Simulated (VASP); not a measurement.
Os: single point with PBE

Crystal: Os.

```
Os
1.0
     2.73410    0.00000    0.00000
    -1.36705    2.36780    0.00000
     0.00000    0.00000    4.31970
Os
2
Direct
  0.33333 0.66667 0.11110
  0.66667 0.33333 0.75000
```

This cell differs from its parent crystal: atom 1 (Os) moved by (+0.000, -0.600) A along [1 1 0] and z.

```yaml
Program: VASP 6.6.1
Task: single point
Functional: PBE
Potentials_or_basis: VASP PAW PBE potentials, release 64 (Os)
Cutoff: 520 eV
k_mesh: 18 × 18 × 12
Occupations: gaussian, width 0.15 eV
Spin: no spin polarisation
```

| Item | Value |
| --- | --- |
| Pressure | 105.8 GPa |
| Largest force | 19.086 eV/Å |
| Band gap on the k mesh | zero (bands 8 and 9 overlap by 2.52 eV) |

Forces on the atoms (eV/Å):
```
Os    0.000   0.000  19.086
Os    0.000   0.000 -19.086
```

Stress tensor (GPa, compression positive):
```
 81.17   0.00   0.00
  0.00  81.17   0.00
  0.00   0.00 155.03
```

Levels at points of the mesh, in eV from the Fermi level:
| k point | band 4 | band 5 | band 6 | band 7 | band 8 | band 9 | band 10 | band 11 | band 12 | band 13 |
| --- | --- | --- | --- | --- | --- | --- | --- | --- | --- | --- |
| (0.00, 0.00, 0.00) | -5.66 | -5.57 | -5.57 | -3.23 | -0.26 | -0.26 | 2.68 | 2.88 | 2.88 | 4.86 |
| (0.50, 0.00, 0.00) | -5.53 | -3.24 | -3.02 | -0.91 | 0.50 | 1.21 | 3.63 | 3.73 | 5.32 | 6.92 |
| (0.00, 0.00, 0.50) | -5.79 | -5.70 | -5.70 | -5.69 | 0.14 | 0.38 | 0.38 | 2.90 | 2.90 | 8.95 |
| (0.50, 0.00, 0.50) | -5.01 | -3.62 | -0.88 | -0.18 | 0.31 | 0.36 | 0.58 | 2.86 | 4.19 | 6.83 |

Wall time 4.7 min on 1 thread of Intel Xeon 8259CL, on a shared host, peak memory 0.25 GiB.

Caveat: the cell differs from its parent crystal (atom 1 (Os) moved by (+0.000, -0.600) A along [1 1 0] and z); the cell stands under pressure; spin-orbit coupling is left out, which moves the levels of the heavy elements; forces of over 1 eV/Å act on the atoms, so gaps and moduli don't describe the material at rest.
